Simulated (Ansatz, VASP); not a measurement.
## One calculation of BeTe, two programs

Contents of INCAR:

```
ALGO = Normal ; EDIFF = 1E-6
ENCUT = 600 ; GGA = RE
GGA_COMPAT = F ; ISIF = 2
ISMEAR = 0 ; LASPH = T
LCHARG = T ; LELF = T
LREAL = F ; LVHAR = T
LWAVE = F ; NBANDS = 11
NELM = 120 ; PREC = Accurate
SIGMA = 0.05
```

The input KPOINTS:

```
k-points
0
Gamma
  8 8 8
```

POSCAR

```
BeTe
1.0
    0.0000000000      2.8899459223      2.8899459223
    2.8899459223      0.0000000000      2.8899459223
    2.8899459223      2.8899459223      0.0000000000
Be Te
1 1
Direct
    0.0000000000      0.0000000000      0.0000000000
    0.7500000000      0.7500000000      0.7500000000
```

Input for Ansatz:

```yaml
crystal:
  lattice:
    - [0.0, 2.8899459223, 2.8899459223]
    - [2.8899459223, 0.0, 2.8899459223]
    - [2.8899459223, 2.8899459223, 0.0]
  atoms:
    - { symbol: Be, position: [0.0, 0.0, 0.0] }
    - { symbol: Te, position: [0.75, 0.75, 0.75] }
basis:
  ecutwfc: 420
  ecutrho_ratio: 4
kpoints:
  mp_grid: { grid: [8, 8, 8] }
hamiltonian:
  xc: revpbe
scf:
  occupations: { method: gaussian, width: 0.05 }
output:
  forces: true
  stress: true
  eigenvalues: true
```

Alike in both runs: task single point; functional revPBE; k mesh 8 × 8 × 8; occupations gaussian, width 0.05 eV; no spin polarisation.

|  | VASP | Ansatz |
| --- | --- | --- |
| version | VASP 6.6.1 | Ansatz 0.2.0 |
| potentials or method | VASP PAW PBE potentials, release 64 (Be, Te), cutoff 600 eV | scalar-relativistic, plane waves, PAW |
| valence electrons in the cell | 8 | 18 |

Ansatz gave:

```
gap on the k mesh at the Fermi level (eV) : 2.24
least direct gap on the mesh (eV)         : 3.35
pressure (GPa)                            : -1.9
```

Which values does VASP return?

gap on the k mesh at the Fermi level (eV): 2.23; least direct gap on the mesh (eV): 3.34; pressure (GPa): -1.9.

VASP's potentials were made for PBE, not for revPBE. VASP's potentials hold 8 valence electrons a cell and Ansatz's 18, so a difference there can come from the potentials and not from the codes.

Neither program's run includes spin-orbit coupling.
